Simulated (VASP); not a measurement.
Ge: single point with PBE

**The experiment to reproduce.**

“Electronic and optical properties of SixGe1-x-ySny alloys lattice-matched to Ge”, 2021, arxiv:2109.02782 reports, for a bulk crystal of Ge at 293 K: band gap 0.666 eV (indirect).

Ge:

```
Ge
1.0
     0.00000    2.88019    2.88019
     2.88019    0.00000    2.88019
     2.88019    2.88019    0.00000
Ge
2
Direct
  0.00000 0.00000 0.00000
  0.25000 0.25000 0.25000
```

```json
{
 "Program": "VASP 6.6.1",
 "Task": "single point",
 "Functional": "PBE",
 "Potentials or basis": "VASP PAW PBE potentials, release 64 (Ge_d)",
 "Cutoff": "520 eV",
 "k mesh": "10 × 10 × 10",
 "Occupations": "tetrahedron",
 "Spin": "no spin polarisation",
 "Dipole correction": "no",
 "Further INCAR settings": "ALGO = Normal; EDIFF = 1e-06; NBANDS = 21"
}
```

```
Pressure               : -0.1 GPa
Band gap on the k mesh : zero (filled and empty bands touch)
```

Levels at points of the mesh, in eV from the Fermi level:
```csv
k point,band 12,band 13,band 14,band 15,band 16,band 17
"(0.00, 0.00, 0.00)",-0.45,0.00,0.00,0.00,2.53,2.53
"(0.50, 0.00, 0.00)",-7.36,-1.33,-1.33,0.02,3.72,3.72
"(0.50, 0.50, 0.00)",-8.69,-2.89,-2.89,0.82,0.82,9.07
```

Run time: 18 s on 1 thread of Intel(R) Xeon(R) 6975P-C (Granite Rapids), with other jobs on the host, peak memory 0.18 GiB.

Measured gap of Ge: 0.666 eV (indirect; 293 K; “Electronic and optical properties of SixGe1-x-ySny alloys lattice-matched to Ge”, 2021, arxiv:2109.02782). This calculation gives 0.00 eV (-0.67 eV). 3 values of this kind are on record (0.666 to 0.807 eV); this one was drawn at random among those near their median. Spin-orbit coupling on Ge is left out. The value is that of PBE on a finite k mesh, which can miss the band edges, without temperature or zero-point motion. Semilocal functionals fall short of measured gaps as a rule.

Caveat: tetrahedron occupations give inexact forces and stress in metals.
